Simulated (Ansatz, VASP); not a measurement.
# Sb in VASP and in Ansatz

File INCAR:

```
PREC = Accurate
ENCUT = 600
EDIFF = 1E-6
ISMEAR = 0
SIGMA = 0.1
LREAL = False
LASPH = True
NELM = 100
ALGO = Normal
ISIF = 3
LWAVE = False
LCHARG = False
GGA = PE
IBRION = 2
NSW = 90
EDIFFG = -0.04
```

Contents of KPOINTS:

```
regular mesh
0
Gamma
  4 4 4
```

POSCAR

```
Sb
1.0
    5.5957511800      0.0000000000      0.0000000000
    0.0000000000      5.5957511800      0.0000000000
    0.0000000000      0.0000000000      4.2635509200
Sb
4
Direct
    0.1518950200      0.3418392300      0.5000000000
    0.8481049800      0.6581607700      0.5000000000
    0.6581607700      0.1518950200      0.5000000000
    0.3418392300      0.8481049800      0.5000000000
```

Input for Ansatz:

```yaml
crystal:
  lattice:
    - [5.59575118, 0.0, 0.0]
    - [0.0, 5.59575118, 0.0]
    - [0.0, 0.0, 4.26355092]
  atoms:
    - { symbol: Sb, position: [0.15189502, 0.34183923, 0.5] }
    - { symbol: Sb, position: [0.84810498, 0.65816077, 0.5] }
    - { symbol: Sb, position: [0.65816077, 0.15189502, 0.5] }
    - { symbol: Sb, position: [0.34183923, 0.84810498, 0.5] }
basis:
  ecutwfc: 420
kpoints:
  mp_grid: { grid: [4, 4, 4] }
hamiltonian:
  xc: pbe
scf:
  occupations: { method: gaussian, width: 0.1 }
  lower_state_search: "off"
output:
  forces: true
  stress: true
  eigenvalues: true
relax:
  adjacent_minimum: "off"
  f_tol: 0.04
  max_steps: 70
  cell: { stress_tol: 0.4 }
```

Alike in both runs: task relaxation of cell and atoms; functional PBE; k mesh 4 × 4 × 4; occupations gaussian, width 0.1 eV; no spin polarisation.

|  | VASP | Ansatz |
| --- | --- | --- |
| version | VASP 6.6.1 | Ansatz 0.2.0 |
| potentials or method | VASP PAW PBE potentials, release 64 (Sb), cutoff 600 eV | scalar-relativistic, plane waves, PAW |
| valence electrons in the cell | 20 | 60 |

|  | VASP | Ansatz | Ansatz less VASP |
| --- | --- | --- | --- |
| gap on the k mesh at the Fermi level, each at its own relaxed structure (eV) | none | none | - |
| relaxed volume (Å³/atom) | 30.30 | 30.25 | -0.047 |
| relaxed cell length with the largest relative difference (Å) | 6.086 | 6.083 | -0.0035 |

A gap of «none» marks a metal or a gap that the smearing closes. VASP's potentials hold 20 valence electrons a cell and Ansatz's 60, so a difference there can come from the potentials and not from the codes.

The k mesh is coarse, so the values compare programs but aren't converged. Neither program's run includes spin-orbit coupling.
